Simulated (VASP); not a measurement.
Wanted: the native input for a VASP 6.6.1 run.

| Item | Value |
| --- | --- |
| Task | single point |
| Functional | PBE |
| Potentials or basis | VASP PAW PBE potentials, release 64 (Al, As, Pd) |
| Cutoff | 520 eV |
| k mesh | 8 × 8 × 8 |
| Occupations | gaussian, width 0.1 eV |
| Spin | no spin polarisation |
| Dipole correction | no |
| Further INCAR settings | ALGO = Fast; EDIFF = 1e-06; NBANDS = 27 |

The structure of AlAsPd3 lies in POSCAR:

```
AlAsPd3
1.0
    4.6280737342      0.0000000000      0.0000000000
    0.0000000000      4.6280737342      0.0000000000
    0.0000000000      0.0000000000      4.6346807323
Al As Pd
1 1 3
Direct
    0.5000000000      0.5000000000      0.0000000000
    0.5000000000      0.5000000000      0.5000000000
    0.0000000000      0.0000000000      0.0000000000
    0.5000000000      0.0000000000      0.5000000000
    0.0000000000      0.5000000000      0.5000000000
```

The cell was built from a structure type or drawn by symmetry, and may not be a known phase.

These files were run (other wordings do the same):

INCAR

```
SYSTEM = AlAsPd3
PREC = Accurate
ENCUT = 520
EDIFF = 1E-6
ISMEAR = 0
SIGMA = 0.1
LREAL = .FALSE.
LASPH = .TRUE.
NELM = 80
ALGO = Fast
ISIF = 2
LWAVE = .FALSE.
LCHARG = .FALSE.
GGA = PE
NBANDS = 27
```

KPOINTS

```
regular mesh
0
G
  8 8 8
  0 0 0
```

Potentials or basis: VASP PAW PBE potentials, release 64 (Al, As, Pd).

Run with:

```sh
$ cat potpaw_PBE.64/Al/POTCAR potpaw_PBE.64/As/POTCAR potpaw_PBE.64/Pd/POTCAR > POTCAR
$ mpirun -np 1 vasp_std > vasp.out
```

It gave:

The pressure is 0.2 GPa. The band gap on the k mesh is zero (bands 19 and 20 overlap by 0.85 eV).

It took 3.4 min on 1 thread of Intel(R) Xeon(R) Platinum 8259CL CPU @ 2.50GHz (Skylake/Cascade Lake), with other jobs on the host, peak memory 0.34 GiB.
